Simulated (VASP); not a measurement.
# La16CO24 (a cell with a defect) in VASP: single point with PBE

Aim: the single point of La16CO24 (a cell with a defect) with PBE.

Program: VASP 6.6.1. These are calculated values, not measurements. Logs are shortened: lines on timing, memory, paths and dates and some standing lists are left out, and cuts for length are marked.

## (1) The cell of the first run

The cell holds a defect, 41 atoms: a = 7.881 Å, b = 7.881 Å, c = 12.376 Å, α = 90.00°, β = 90.00°, γ = 120.00°.

## (2) Single point, PBE

Contents of INCAR:

```
SYSTEM = La16CO24
PREC = Accurate
ENCUT = 520
EDIFF = 1E-7
ISMEAR = -1
SIGMA = 0.01
LREAL = Auto
LASPH = .TRUE.
NELM = 80
ALGO = Normal
ISIF = 2
LWAVE = .FALSE.
LCHARG = .FALSE.
GGA = PE
NBANDS = 188
```

Contents of KPOINTS:

```
Automatic mesh
0
Gamma
  1 1 1
  0.25 0.25 0.25
```

Contents of POSCAR:

```
La16CO24
1.0
    7.8811453700     -0.0000000600      0.0000000000
   -3.9405726400      6.8252721300      0.0000000000
    0.0000000000      0.0000000000     12.3757188400
La O C
16 24 1
Direct
    0.3416918221      0.1528183786      0.3980239099
    0.1486007749      0.3464588611      0.1019643397
    0.3317575923      0.1656426291      0.8750770876
    0.1608185956      0.3360104866      0.6250621156
    0.3348855744      0.6620253279      0.3706874776
    0.1554206831      0.8487875500      0.1274090839
    0.3297808693      0.6723411070      0.8741923714
    0.1603468457      0.8290385939      0.6229273709
    0.8444573643      0.1602980848      0.3727065118
    0.6575876823      0.3393562916      0.1293272755
    0.8245400065      0.1648571702      0.8772174078
    0.6676095169      0.3341312986      0.6259057029
    0.8155546506      0.6518420019      0.3749951061
    0.6475311980      0.8203958659      0.1250668361
    0.8302357187      0.6668724650      0.8776791183
    0.6621391493      0.8344588950      0.6224140270
    0.3144078591      0.1807338953      0.1958843790
    0.1760560446      0.3188920484      0.3043201812
   -0.0020309440     -0.0047262585     -0.0030399850
    0.3333551415      0.1634852060      0.6699047633
    0.1589418111      0.3379563431      0.8303599276
   -0.0087037254      0.0026322759      0.5031302085
    0.3166867398      0.6837890021      0.1676364037
    0.1560561307      0.8268427840      0.3328941982
   -0.0182758305      0.5081955610      0.0002878217
    0.3309914682      0.6664254455      0.6807888179
    0.1605173045      0.8350363035      0.8185898638
    0.0149992423      0.4847252883      0.5009965142
    0.8225406544      0.1606782892      0.1672228520
    0.6791420101      0.3210667647      0.3322936674
    0.4809012602      0.0199033865     -0.0010052749
    0.8303122309      0.1647941691      0.6815854585
    0.6620828996      0.3355962951      0.8193025497
    0.5032568646     -0.0135111052      0.5000782645
    0.8306561044      0.6668613299      0.1806019536
    0.6623427439      0.8354023006      0.3195532357
    0.5001373255      0.5008754178     -0.0026901872
    0.8314266632      0.6638541238      0.6740778542
    0.6593006908      0.8359111448      0.8260095540
    0.4966656850      0.5050690968      0.5027921271
    0.3618620571      0.3665250226      0.2500523840
```

Potentials or basis: VASP PAW PBE potentials, release 64 (La, O, C).

Launch:

```
$ cat potpaw_PBE.64/La/POTCAR potpaw_PBE.64/O/POTCAR potpaw_PBE.64/C/POTCAR > POTCAR
$ mpirun -np 1 vasp_std > vasp.out
```

OUTCAR:

```text
SYSTEM = La16CO24
   PREC = Accurate
   ENCUT = 520
   EDIFF = 1E-7
   ISMEAR = -1
   LREAL = Auto
   LASPH = .TRUE.
   NELM = 80
   ISIF = 2
   GGA = PE

 ion  position               nearest neighbor table
   1  0.342  0.153  0.398-  24 2.37  41 2.44  30 2.44  17 2.53  18 2.54  34 2.57  22 2.73  40 2.74
                             8 3.56  12 3.59
   2  0.149  0.346  0.102-  29 2.37  41 2.44  23 2.44  18 2.53  17 2.54  25 2.57  37 2.73  19 2.73
                            11 3.56   7 3.59
   3  0.332  0.166  0.875-  33 2.36  27 2.36  21 2.42  31 2.53  20 2.54  19 2.73  37 2.74
   4  0.161  0.336  0.625-  26 2.36  32 2.36  20 2.42  28 2.53  21 2.54  22 2.73  40 2.75
   5  0.335  0.662  0.371-  36 2.32  24 2.39  18 2.48  23 2.53  28 2.72  40 2.72  34 2.73  41 2.86

   6  0.155  0.849  0.127-  23 2.28  35 2.32  17 2.42  24 2.55  19 2.63  31 2.73  25 2.81
   7  0.330  0.672  0.874-  39 2.33  21 2.35  27 2.37  26 2.39  37 2.79   2 3.59
   8  0.160  0.829  0.623-  38 2.33  20 2.36  26 2.38  27 2.42  22 2.77  34 2.79  28 2.80   1 3.56
[... 19 lines left out ...]
  25  0.982  0.508  0.000-   2 2.57  15 2.60  10 2.73  11 2.80   6 2.81
  26  0.331  0.666  0.681-   4 2.36  16 2.37   8 2.38   7 2.39
  27  0.161  0.835  0.819-   3 2.36   7 2.37  15 2.37   8 2.42
  28  0.015  0.485  0.501-   4 2.53   5 2.72   9 2.73   8 2.80
  29  0.823  0.161  0.167-   2 2.37  14 2.38  10 2.39   9 2.55
  30  0.679  0.321  0.332-   9 2.28  13 2.33   1 2.44  10 2.53
  31  0.481  0.020  0.999-   3 2.53  10 2.72   6 2.73  11 2.80
  32  0.830  0.165  0.682-   4 2.36  12 2.37  16 2.37  11 2.42
  33  0.662  0.336  0.819-   3 2.36  15 2.37  11 2.38  12 2.39
  34  0.503  0.986  0.500-   1 2.57  16 2.61   5 2.73   8 2.79   9 2.81
  35  0.831  0.667  0.181-   6 2.32  10 2.32  14 2.40  13 2.41
  36  0.662  0.835  0.320-   9 2.32   5 2.32  13 2.40  14 2.41
  37  0.500  0.501  0.997-  14 2.70  15 2.70  10 2.72   2 2.73   3 2.74   7 2.79
  38  0.831  0.664  0.674-  12 2.33   8 2.33  16 2.41  15 2.52
  39  0.659  0.836  0.826-   7 2.33  11 2.33  15 2.41  16 2.52
  40  0.497  0.505  0.503-  16 2.69  13 2.69   5 2.72   1 2.74   4 2.75  12 2.79
  41  0.362  0.367  0.250-  17 1.48  18 1.48   2 2.44   1 2.44   5 2.86  10 2.87

  LATTYP: Found a hexagonal cell.
 ALAT       =     7.8811453700
 C/A-ratio  =     1.5702944507

  Lattice vectors:

 A1 = (   7.8811453700,  -0.0000000600,   0.0000000000)
 A2 = (  -3.9405726400,   6.8252721300,   0.0000000000)
 A3 = (   0.0000000000,   0.0000000000,  12.3757188400)

Analysis of symmetry for initial positions (statically):
=====================================================================
 Subroutine PRICEL returns:
 Original cell was already a primitive cell.

 Routine SETGRP: Setting up the symmetry group for a
 hexagonal supercell.

 Subroutine GETGRP returns: Found  1 space group operations
 (whereof  1 operations were pure point group operations)
 out of a pool of 24 trial point group operations.

The static configuration has the point symmetry C_1 .

Analysis of symmetry for dynamics (positions and initial velocities):
=====================================================================
 Subroutine PRICEL returns:
 Original cell was already a primitive cell.

 Routine SETGRP: Setting up the symmetry group for a
 hexagonal supercell.

 Subroutine GETGRP returns: Found  1 space group operations
 (whereof  1 operations were pure point group operations)
 out of a pool of 24 trial point group operations.

The dynamic configuration has the point symmetry C_1 .

 Subroutine INISYM returns: Found  1 space group operations
 (whereof  1 operations are pure point group operations),
 and found     1 'primitive' translations

----------------------------------------------------------------------------------------

                                     Primitive cell

  volume of cell :     665.7018

  direct lattice vectors                    reciprocal lattice vectors
     7.881145370 -0.000000060  0.000000000     0.126885111  0.073257152  0.000000000
    -3.940572640  6.825272130  0.000000000     0.000000001  0.146514305  0.000000000
     0.000000000  0.000000000 12.375718840     0.000000000  0.000000000  0.080803387

  length of vectors
     7.881145370  7.881145372 12.375718840     0.146514305  0.146514305  0.080803387

  position of ions in fractional coordinates (direct lattice)
     0.341691822  0.152818379  0.398023910
     0.148600775  0.346458861  0.101964340
     0.331757592  0.165642629  0.875077088
     0.160818596  0.336010487  0.625062116
     0.334885574  0.662025328  0.370687478
     0.155420683  0.848787550  0.127409084
[... 33 lines left out ...]
     0.496665685  0.505069097  0.502792127
     0.361862057  0.366525023  0.250052384

  ion indices of the primitive-cell ions
   primitive index   ion index
                 1           1
                 2           2
                 3           3
                 4           4
                 5           5
                 6           6
[... 33 lines left out ...]
                40          40
                41          41

----------------------------------------------------------------------------------------

 KPOINTS: Automatic mesh

Automatic generation of k-mesh.
 Grid dimensions read from file:
 generate k-points for:    1    1    1

 Generating k-lattice:

  Cartesian coordinates                     Fractional coordinates (reciprocal lattice)
     0.126885111  0.073257152  0.000000000     1.000000000  0.000000000  0.000000000
     0.000000001  0.146514305  0.000000000     0.000000000  1.000000000  0.000000000
     0.000000000  0.000000000  0.080803387     0.000000000  0.000000000  1.000000000

  Length of vectors
     0.146514305  0.146514305  0.080803387

  Shift w.r.t. Gamma in fractional coordinates (k-lattice)
     0.250000000  0.250000000  0.250000000

 Subroutine IBZKPT returns following result:
 ===========================================

 Found      6 irreducible k-points:

 Following reciprocal coordinates:
            Coordinates               Weight
  0.250000  0.250000  0.250000      2.000000
 -0.250000  0.500000  0.250000      2.000000
  0.500000  0.250000  0.250000      2.000000
 -0.250000 -0.250000  0.250000      2.000000
  0.250000  0.500000  0.250000      2.000000
  0.500000 -0.250000  0.250000      2.000000
   k-points           NKPTS =      6   k-points in BZ     NKDIM =      6   number of bands    NBANDS=    188
   number of dos      NEDOS =    301   number of ions     NIONS =     41
   total plane-waves  NPLWV = 345600
   dimension x,y,z NGX =    60 NGY =   60 NGZ =   96
   dimension x,y,z NGXF=   120 NGYF=  120 NGZF=  192
   ions per type =              16  24   1
   NGX,Y,Z   is equivalent  to a cutoff of  12.66, 12.66, 12.90 a.u.
   NGXF,Y,Z  is equivalent  to a cutoff of  25.31, 25.31, 25.79 a.u.
 SYSTEM =  La16CO24
   PREC   = accura    normal or accurate (medium, high low for compatibility)
   ISTART =      0    job   : 0-new  1-cont  2-samecut
   ICHARG =      2    charge: 1-file 2-atom 10-const
   ISPIN  =      1    spin polarized calculation?
   LNONCOLLINEAR =      F non collinear calculations
   LSORBIT =      F    spin-orbit coupling
   LASPH  =      T    aspherical Exc in radial PAW
   ENCUT  =  520.0 eV  38.22 Ry    6.18 a.u.  14.65 14.65 23.01*2*pi/ulx,y,z
   NELM   =     80;   NELMIN=  2; NELMDL= -5     # of ELM steps
   EDIFF  = 0.1E-06   stopping-criterion for ELM
   LREAL  =      T    real-space projection
   EDIFFG = 0.1E-05   stopping-criterion for IOM
   NSW    =      0    number of steps for IOM
   IBRION =     -1    ionic relax: 0-MD 1-quasi-New 2-CG
   NFREE  =      0    steps in history (QN), initial steepest desc. (CG)
   ISIF   =      2    stress and relaxation
   ISYM   =      2    0-nonsym 1-usesym 2-fastsym
   POTIM  = 0.5000    time-step for ionic-motion
   TEBEG  =    0.0;   TEEND  =   0.0 temperature during run
   PSTRESS=    0.0 pullay stress
   NELECT =     324.0000    total number of electrons
   NUPDOWN=      -1.0000    fix difference up-down
   EMIN   =  10.00;   EMAX   =-10.00  energy-range for DOS
   EFERMI =   0.00;   METHOD = LEGACY
   ISMEAR =    -1;   SIGMA  =   0.01  broadening in eV -4-tet -1-fermi 0-gaus
   EFERMI_NEDOS =   21; number of points for ismear=-14 and -15
   IALGO  =     38    algorithm
   IMIX   =      4    mixing-type and parameters
     AMIX     =   0.40;   BMIX     =  1.00
     AMIX_MAG =   1.60;   BMIX_MAG =  1.00
  volume/ion in A,a.u.               =      16.24       109.57
  Fermi-wavevector in a.u.,A,eV,Ry     =   1.287745  2.433485 22.562372  1.658288
  Thomas-Fermi vector in A             =   2.419741
   LORBIT       =      0    0 simple, 1 ext, 2 COOP (PROOUT), +10 PAW based schemes
   GGA     = PE    functional components
   LHFCALC =     F    Hartree Fock is set to
   AEXX    =    0.0000 exact exchange contribution
   IVDW    =     0    specifies the selected vdW correction
   LEPSILON=     F    determine dielectric tensor
   LRPA    =     F    only Hartree local field effects (RPA)
 non-spin polarized calculation
  energy-cutoff  :      520.00
  volume of cell :      665.70
 maximum number of plane-waves:     17910
 NGX is ok and might be reduce to    60
   NGX = 29   NGY = 29   NGZ = 47

 number of electron     323.9999982 magnetization

 Free energy of the ion-electron system (eV)
  ---------------------------------------------------
  ext. energy  EPLUGINS =         0.00000000
  ---------------------------------------------------
  free energy    TOTEN  =      -339.11117789 eV

  energy without entropy =     -339.11117789  energy(sigma->0) =     -339.11117789

 E-fermi :   8.3750     XC(G=0): -10.4698

 val. band max:        8.1056398669   @ k =   0.2500   0.5000   0.2500
 cond. band min:       9.8540249031   @ k =  -0.2500   0.5000   0.2500
 fundamental gap:      1.7483850363
 Fermi energy:         8.3750244878

 k-point     1 :       0.2500    0.2500    0.2500
  band No.  band energies     occupation
      1     -23.9270      2.00000
      2     -23.8940      2.00000
      3     -23.8574      2.00000
      4     -23.8351      2.00000
      5     -23.8050      2.00000
      6     -23.7883      2.00000
[... 1051 lines left out ...]
    173      10.5608      0.00000
    174      10.5702      0.00000
 [bands above 174 left out]

------------------------ aborting loop because EDIFF is reached ----------------------------------------

  FORCE on cell =-STRESS in cart. coord.  units (eV):
  Direction    XX          YY          ZZ          XY          YZ          ZX
  --------------------------------------------------------------------------------------
  -------------------------------------------------------------------------------------
  Total        0.7057564      2.0544431      2.9857615      1.2295141     -1.9630894      3.3504302
  in kB        1.6985786      4.9445293      7.1859791      2.9591321     -4.7246638      8.0636452
  external PRESSURE =       4.6096957 kB  Pullay stress =       0.0000000 kB

 VOLUME and BASIS-vectors are now :
 -----------------------------------------------------------------------------
  energy-cutoff  :      520.00
  volume of cell :      665.70
      direct lattice vectors                 reciprocal lattice vectors
     7.881145370 -0.000000060  0.000000000     0.126885111  0.073257152  0.000000000
    -3.940572640  6.825272130  0.000000000     0.000000001  0.146514305  0.000000000
     0.000000000  0.000000000 12.375718840     0.000000000  0.000000000  0.080803387

 POSITION                                       TOTAL-FORCE (eV/Angst)
 -----------------------------------------------------------------------------------
      2.09073      1.04303      4.92583        -0.088259      0.071036      0.021681
     -0.19410      2.36468      1.26188         0.098289     -0.042229     -0.013175
      1.96190      1.13056     10.82971        -0.134805      0.074994     -0.002742
     -0.05664      2.29336      7.73559         0.136779     -0.076438      0.002115
      0.03052      4.51850      4.58752        -0.093636      0.052067      0.017941
     -2.11982      5.79321      1.57678         0.069298      0.005243     -0.001113
[... 33 lines left out ...]
      1.92403      3.44723      6.22241         0.016149     -0.005052     -0.011499
      1.40757      2.50163      3.09458         0.096947      0.156844      0.003696
 -----------------------------------------------------------------------------------
    total drift:                                0.017337      0.004591     -0.004051

  FREE ENERGIE OF THE ION-ELECTRON SYSTEM (eV)
  ---------------------------------------------------
  free  energy   TOTEN  =      -339.1111778887 eV

  energy  without entropy=     -339.1111778887  energy(sigma->0) =     -339.11117789
```

Wall time 69 min (1 thread of Intel Xeon Platinum 8259CL at 2.50GHz (Skylake/Cascade Lake), shared host); peak memory 1 GiB.

Results:

```yaml
Free_energy: -339.1112 eV
Pressure: 0.5 GPa
Largest_force: 0.197 eV/Å
Band_gap_on_the_k_mesh: 1.75 eV
```

Forces on the atoms (eV/Å):
```
La  -0.088  0.071  0.022
La   0.098 -0.042 -0.013
La  -0.135  0.075 -0.003
La   0.137 -0.076  0.002
La  -0.094  0.052  0.018
La   0.069  0.005 -0.001
La  -0.124  0.066 -0.024
La   0.123 -0.059  0.008
La  -0.032  0.054  0.003
La   0.092 -0.054 -0.016
La  -0.123  0.071 -0.012
La   0.125 -0.073  0.025
La  -0.104  0.072 -0.031
La   0.110 -0.056  0.035
La  -0.115  0.058  0.003
La   0.109 -0.061 -0.004
O    0.059 -0.134 -0.132
O   -0.141 -0.011  0.112
O   -0.013  0.007 -0.004
O   -0.125  0.075  0.005
O    0.123 -0.070 -0.003
O   -0.001 -0.012  0.004
O   -0.120  0.071  0.038
O    0.116 -0.102 -0.044
O    0.004 -0.011 -0.001
O   -0.121  0.066 -0.005
O    0.122 -0.070  0.012
O   -0.014 -0.001  0.024
O   -0.142  0.050  0.037
O    0.117 -0.067 -0.030
O    0.002 -0.012 -0.019
O   -0.117  0.074 -0.015
O    0.120 -0.071  0.009
O   -0.002 -0.003 -0.004
O   -0.077  0.020 -0.022
O    0.057 -0.061  0.024
O   -0.008  0.015  0.009
O   -0.118  0.064  0.003
O    0.116 -0.073 -0.003
O    0.016 -0.005 -0.011
C    0.097  0.157  0.004
```

Stress tensor (GPa, compression positive):
```
 0.17  0.30  0.81
 0.30  0.49 -0.47
 0.81 -0.47  0.72
```

Caveat: spin-orbit coupling is left out, which moves the levels of the heavy elements.
